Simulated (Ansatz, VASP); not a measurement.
MgO: VASP beside Ansatz

```
CELL_PARAMETERS angstrom
0.00000 2.10217 2.10217
2.15472 0.00000 2.10217
2.15472 2.10217 0.00000
ATOMIC_POSITIONS crystal
Mg 0.00000 0.00000 0.00000
O 0.50000 0.50000 0.50000
```

Change from the starting cell: uniaxial_x strain +2.5%.

Alike in both runs: task single point; functional r2SCAN; k mesh 10 × 10 × 10; no spin polarisation.

|  | VASP | Ansatz |
| --- | --- | --- |
| version | VASP 6.6.1 | Ansatz 0.2.0 |
| potentials or method | VASP PAW PBE potentials, release 64 (Mg, O) | plane waves, PAW |
| plane-wave cutoff (eV) | 520 | 500 |
| occupations | gaussian, width 0.01 eV | fixed |
| valence electrons in the cell | 8 | 16 |

VASP gave:

* gap on the k mesh at the Fermi level (eV): 5.37
* pressure (GPa): -4.8
* traceless stress, the component that is largest in VASP (GPa): -2.92

Question: Estimate Ansatz's values.

Answer: gap on the k mesh at the Fermi level (eV): 5.40; pressure (GPa): -3.7; traceless stress, the component that is largest in VASP (GPa): -2.94.

VASP's potentials were made for PBE, not for r2SCAN. VASP's potentials hold 8 valence electrons a cell and Ansatz's 16, so a difference there can come from the potentials and not from the codes.
